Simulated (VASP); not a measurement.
# Zn12H (a cell with a defect) in VASP: notebook

Runs on Zn12H (a cell with a defect). Level: LDA. Tasks: single point.

Program: VASP 6.6.1. These are calculated values, not measurements. Logs are shortened: lines on timing, memory, paths and dates and some standing lists are left out, and cuts for length are marked.

## 1. The cell of the first run

The cell holds a defect, 13 atoms: a = 5.320 Å, b = 7.980 Å, c = 4.937 Å, α = 90.00°, β = 90.00°, γ = 120.00°.

## 2. Single point, LDA

File INCAR:

```
SYSTEM = Zn12H
PREC = Accurate
ENCUT = 520
EDIFF = 1E-6
ISMEAR = 0
SIGMA = 0.05
LREAL = .FALSE.
LASPH = .TRUE.
NELM = 60
ALGO = Normal
ISIF = 2
LWAVE = .FALSE.
LCHARG = .TRUE.
GGA = CA
LELF = .TRUE.
LVHAR = .TRUE.
NBANDS = 84
```

File KPOINTS:

```
Automatic mesh
0
G
  4 3 3
  0 0 0
```

File POSCAR:

```
Zn12H
1.0
    5.3200000000      0.0000000000      0.0000000000
   -3.9900000000      6.9108830000      0.0000000000
    0.0000000000      0.0000000000      4.9369600000
Zn H
12 1
Direct
    0.0001067373     -0.0090556489      0.0350049525
    0.1779709736      0.2069787716      0.5048693904
    0.0078244351      0.3303279921      0.0290378239
    0.1831218408      0.5382368414      0.5252468603
    0.0402057829      0.6809149515     -0.0507617321
    0.1893785455      0.8814885963      0.4894263971
    0.5193720838      0.0023635731      0.0118003444
    0.6839820471      0.2083125215      0.5063890735
    0.4825199582      0.3018623600     -0.0333779274
    0.6809619004      0.5418133992      0.5164180211
    0.4915796750      0.6709799450      0.0547839385
    0.6844986853      0.8769268632      0.5377879291
    0.6878663348      0.5398724340      0.1123814287
```

Potentials or basis: VASP PAW LDA potentials, release 64 (Zn, H).

Launch:

```
> cat potpaw_LDA.64/Zn/POTCAR potpaw_LDA.64/H/POTCAR > POTCAR
> mpirun -np 1 vasp_std > vasp.out
```

OUTCAR:

```text
SYSTEM = Zn12H
   PREC = Accurate
   ENCUT = 520
   EDIFF = 1E-6
   ISMEAR = 0
   LREAL = .FALSE.
   LASPH = .TRUE.
   NELM = 60
   ISIF = 2
   GGA = CA

 ion  position               nearest neighbor table
   1  0.000  0.991  0.035-   9 2.55   7 2.61   5 2.62  11 2.63   3 2.69   7 2.72   2 2.76   6 2.77
                            12 2.85  12 2.88   2 3.01
   2  0.178  0.207  0.505-   6 2.63   4 2.63   8 2.63  12 2.63  10 2.67   9 2.68   8 2.69   1 2.76
                             3 2.86   9 3.01   1 3.01
   3  0.008  0.330  0.029-   7 2.61  11 2.65   9 2.66   1 2.69   9 2.71   5 2.74   8 2.79   4 2.84
                             2 2.86   4 2.87   8 2.98
   4  0.183  0.538  0.525-   2 2.63  10 2.63   8 2.65   5 2.67  12 2.69  10 2.69   6 2.73  11 2.73
                             3 2.84   3 2.87  11 2.99
   5  0.040  0.681  0.949-  13 1.82  11 2.50   7 2.58   1 2.62   6 2.66   4 2.67  10 2.71   3 2.74
                            11 2.93   9 3.00   6 3.01
   6  0.189  0.881  0.489-   8 2.62   2 2.63   5 2.66  12 2.66  12 2.68  10 2.71   4 2.73   1 2.77
                             7 2.81   7 2.99   5 3.01
   7  0.519  0.002  0.012-   9 2.50   5 2.58  11 2.58   1 2.61   3 2.61   1 2.72   6 2.81   8 2.83
                            12 2.85   8 2.87   6 2.99
   8  0.684  0.208  0.506-   6 2.62   2 2.63   4 2.65  12 2.65  10 2.67   2 2.69   9 2.77   3 2.79
                             7 2.83   7 2.87   3 2.98
   9  0.483  0.302  0.967-  13 1.80   7 2.50   1 2.55   3 2.66   2 2.68   3 2.71   8 2.77  10 2.77
                            11 2.95   5 3.00   2 3.01
  10  0.681  0.542  0.516-   4 2.63  12 2.67   8 2.67   2 2.67   4 2.69   5 2.71   6 2.71   9 2.77
                            11 2.88
  11  0.492  0.671  0.055-  13 1.83   5 2.50   7 2.58   1 2.63   3 2.65   4 2.73  12 2.78  10 2.88
                             5 2.93  12 2.93   9 2.95   4 2.99
  12  0.684  0.877  0.538-   2 2.63   8 2.65   6 2.66  10 2.67   6 2.68   4 2.69  11 2.78   7 2.85
                             1 2.85   1 2.88  11 2.93
  13  0.688  0.540  0.112-   9 1.80   5 1.82  11 1.83

  LATTYP: Found a simple monoclinic cell.
 ALAT       =     5.3200000000
 B/A-ratio  =     0.9280000000
 C/A-ratio  =     1.3228757068
 COS(beta)  =    -0.1889822292

  Lattice vectors:

 A1 = (   5.3200000000,   0.0000000000,   0.0000000000)
 A2 = (   0.0000000000,   0.0000000000,   4.9369600000)
 A3 = (  -1.3300000000,  -6.9108830000,   0.0000000000)

Analysis of symmetry for initial positions (statically):
=====================================================================
 Subroutine PRICEL returns:
 Original cell was already a primitive cell.

 Routine SETGRP: Setting up the symmetry group for a
 simple monoclinic supercell.
[... 151 lines left out ...]
   EFERMI_NEDOS =   21; number of points for ismear=-14 and -15
   IALGO  =     38    algorithm
   IMIX   =      4    mixing-type and parameters
     AMIX     =   0.40;   BMIX     =  1.00
     AMIX_MAG =   1.60;   BMIX_MAG =  1.00
  volume/ion in A,a.u.               =      13.96        94.22
  Fermi-wavevector in a.u.,A,eV,Ry     =   1.519017  2.870525 31.394246  2.307412
  Thomas-Fermi vector in A             =   2.628059
   LORBIT       =      0    0 simple, 1 ext, 2 COOP (PROOUT), +10 PAW based schemes
   GGA     = CA    functional components
   LHFCALC =     F    Hartree Fock is set to
   AEXX    =    0.0000 exact exchange contribution
   IVDW    =     0    specifies the selected vdW correction
   LEPSILON=     F    determine dielectric tensor
   LRPA    =     F    only Hartree local field effects (RPA)
 non-spin polarized calculation
 Gauss-broadening in eV      SIGMA  =   0.05
  energy-cutoff  :      520.00
  volume of cell :      181.51
 maximum number of plane-waves:      4902
   NGX = 19   NGY = 29   NGZ = 19

 number of electron     145.0000012 magnetization

 Free energy of the ion-electron system (eV)
  ---------------------------------------------------
  ext. energy  EPLUGINS =         0.00000000
  ---------------------------------------------------
  free energy    TOTEN  =       -24.92035444 eV

  energy without entropy =      -24.91773408  energy(sigma->0) =      -24.91904426

 E-fermi :   3.1424     XC(G=0): -11.9734

 val. band max:        3.1281540746   @ k =   0.5000   0.0000   0.0000
 cond. band min:       3.1737206151   @ k =   0.2500   0.0000   0.3333
 fundamental gap:      0.0455665405
 Fermi energy:         3.1423669893

 k-point     1 :       0.0000    0.0000    0.0000
  band No.  band energies     occupation
      1      -7.8514      2.00000
      2      -6.1317      2.00000
      3      -5.6657      2.00000
      4      -5.5451      2.00000
      5      -5.4619      2.00000
      6      -5.4576      2.00000
[... 1642 lines left out ...]
     83       8.6829      0.00000
     84       8.9227      0.00000

------------------------ aborting loop because EDIFF is reached ----------------------------------------

  FORCE on cell =-STRESS in cart. coord.  units (eV):
  Direction    XX          YY          ZZ          XY          YZ          ZX
  --------------------------------------------------------------------------------------
  -------------------------------------------------------------------------------------
  Total       -4.5589670     -8.7750879     -4.5236528     -2.0358766      0.0056035      0.0557899
  in kB      -40.2413231    -77.4563945    -39.9296094    -17.9703793      0.0494613      0.4924493
  external PRESSURE =     -52.5424424 kB  Pullay stress =       0.0000000 kB

 VOLUME and BASIS-vectors are now :
 -----------------------------------------------------------------------------
  energy-cutoff  :      520.00
  volume of cell :      181.51
      direct lattice vectors                 reciprocal lattice vectors
     5.320000000  0.000000000  0.000000000     0.187969925  0.108524482  0.000000000
    -3.990000000  6.910883000  0.000000000     0.000000000  0.144699310  0.000000000
     0.000000000  0.000000000  4.936960000     0.000000000  0.000000000  0.202553798

 POSITION                                       TOTAL-FORCE (eV/Angst)
 -----------------------------------------------------------------------------------
     -3.95330      6.84830      0.17282         0.001046     -0.001756     -0.001428
      0.12096      1.43041      2.49252        -0.002892      0.001601     -0.001617
     -1.27638      2.28286      0.14336         0.002604      0.005677     -0.003014
     -1.17336      3.71969      2.59312        -0.006408      0.002406     -0.002302
     -2.50296      4.70572      4.68635        -0.007714     -0.006930      0.005257
     -2.50965      6.09186      2.41628        -0.002354     -0.007010     -0.004737
      2.75363      0.01633      0.05826         0.000326     -0.002231      0.001289
      2.80762      1.43962      2.50002        -0.000928      0.004020      0.000437
      1.36258      2.08614      4.77217         0.002518      0.007154      0.003203
      1.46088      3.74441      2.54954         0.003615     -0.002213     -0.002696
     -0.06201      4.63706      0.27047         0.007534      0.001173     -0.003867
      0.14259      6.06034      2.65504         0.000636      0.000868      0.002619
      1.50536      3.73100      0.55482         0.002017     -0.002759      0.006855
 -----------------------------------------------------------------------------------
    total drift:                                0.000291     -0.000821     -0.003436

  FREE ENERGIE OF THE ION-ELECTRON SYSTEM (eV)
  ---------------------------------------------------
  free  energy   TOTEN  =       -24.9203544350 eV

  energy  without entropy=      -24.9177340769  energy(sigma->0) =      -24.91904426
```

stdout:

```text
POSCAR found type information on POSCAR ZnH
 POSCAR found :  2 types and      13 ions
 scaLAPACK will be used
 LDA part: xc-table for (Slater(with rela. corr.)+CA(PZ))
 , standard interpolation
 POSCAR, INCAR and KPOINTS ok, starting setup
 FFT: planning ... GRIDC
 FFT: planning ... GRID_SOFT
 FFT: planning ... GRID
 WAVECAR not read
 entering main loop
```

Run time: 6.4 min. Hardware: 1 thread of Intel Xeon Platinum 8175M at 2.50GHz (Skylake/Cascade Lake), shared host; peak memory 0.35 GiB.

Results:

```yaml
Free_energy: -24.9204 eV
Pressure: -5.3 GPa
Largest_force: 0.012 eV/Å
Band_gap_on_the_k_mesh: zero (an odd number of electrons rules out a gap without spin polarisation)
```

Forces in eV/Å, atoms in the order of the input:
```
Zn   0.001 -0.002 -0.001
Zn  -0.003  0.002 -0.002
Zn   0.003  0.006 -0.003
Zn  -0.006  0.002 -0.002
Zn  -0.008 -0.007  0.005
Zn  -0.002 -0.007 -0.005
Zn   0.000 -0.002  0.001
Zn  -0.001  0.004  0.000
Zn   0.003  0.007  0.003
Zn   0.004 -0.002 -0.003
Zn   0.008  0.001 -0.004
Zn   0.001  0.001  0.003
H    0.002 -0.003  0.007
```

Levels at points of the mesh, in eV from the Fermi level:
```tsv
k point	band 69	band 70	band 71	band 72	band 73	band 74	band 75	band 76
(0.00, 0.00, 0.00)	-2.66	-1.42	-1.03	-0.23	0.08	0.36	0.51	1.47
(0.50, 0.00, 0.00)	-1.83	-1.57	-1.38	-1.31	-0.57	-0.55	-0.26	-0.01
```

Caveat: the k points lie up to 0.42 Å⁻¹ apart, too coarse for converged energies and pressures of a metal.

## 3. Single point, LDA

File INCAR:

```
SYSTEM = Zn12H
PREC = Accurate
ENCUT = 520
EDIFF = 1E-6
ISMEAR = 0
SIGMA = 0.05
LREAL = .False.
LASPH = .True.
NELM = 80
ALGO = Normal
ISIF = 2
LWAVE = .False.
LCHARG = .True.
LELF = .True.
LVHAR = .True.
NBANDS = 84
```

File KPOINTS:

```
Automatic mesh
0
Gamma
  4 3 3
  0 0 0
```

File POSCAR:

```
Zn12H
1.0
    5.3200000000      0.0000000000      0.0000000000
   -3.9900000000      6.9108830000      0.0000000000
    0.0000000000      0.0000000000      4.9369600000
Zn H
12 1
Direct
   -0.0175793542      0.0107766454      0.0398376085
    0.1744390109      0.2171682921      0.5553063311
   -0.0140555260      0.3457915249      0.0189012758
    0.1823381465      0.5857050718      0.4662131759
   -0.0174668644      0.6798690975      0.0068836119
    0.1465837578      0.8852726669      0.5144823507
    0.4772831704      0.0068242092     -0.0117638748
    0.6257481347      0.2067581286      0.4494741146
    0.4833116013      0.3491756116      0.0256397840
    0.6577157053      0.5577361440      0.5292508389
    0.4889531446      0.6813495329      0.0075957575
    0.6653660337      0.8964356692      0.5357221864
    0.9777497893      0.3477927859     -0.3851749203
```

Potentials or basis: VASP PAW LDA potentials, release 64 (Zn, H).

Launch:

```
> cat potpaw_LDA.64/Zn/POTCAR potpaw_LDA.64/H/POTCAR > POTCAR
> mpirun -np 1 vasp_std > vasp.out
```

It took 6.5 min on 1 thread of Intel Xeon Platinum 8175M at 2.50GHz (Skylake/Cascade Lake), shared host; peak memory 0.35 GiB.

The run converged. Its results:

```
Free energy            : -24.9201 eV
Pressure               : -5.3 GPa
Largest force          : 0.024 eV/Å
Band gap on the k mesh : zero (an odd number of electrons rules out a gap without spin polarisation)
```

Forces on the atoms (eV/Å):
```
Zn  -0.013  0.004 -0.003
Zn  -0.013 -0.006 -0.001
Zn  -0.005  0.004 -0.021
Zn   0.001 -0.020  0.014
Zn   0.002 -0.015 -0.001
Zn  -0.006  0.011 -0.002
Zn   0.012  0.002  0.003
Zn   0.011  0.004  0.013
Zn   0.003  0.014 -0.005
Zn   0.000 -0.009  0.002
Zn   0.006 -0.009 -0.008
Zn   0.004  0.008  0.003
H   -0.001  0.011  0.008
```

Stress tensor (GPa, compression positive):
```
-4.02 -1.75 -0.05
-1.75 -7.80 -0.01
-0.05 -0.01 -3.97
```

Levels at points of the mesh, in eV from the Fermi level:
```
           k point  band 68  band 69  band 70  band 71  band 72  band 73  band 74  band 75  band 76  band 77
(0.00, 0.00, 0.00)    -3.16    -2.66    -1.41    -1.03    -0.23     0.08     0.34     0.50     1.46     1.55
(0.50, 0.00, 0.00)    -2.14    -1.84    -1.58    -1.38    -1.31    -0.58    -0.56    -0.26    -0.01     2.12
```

Caveat: the k points lie up to 0.42 Å⁻¹ apart, too coarse for converged energies and pressures of a metal.

The gap in the log of VASP goes by the Fermi energy; the results here count the filled bands.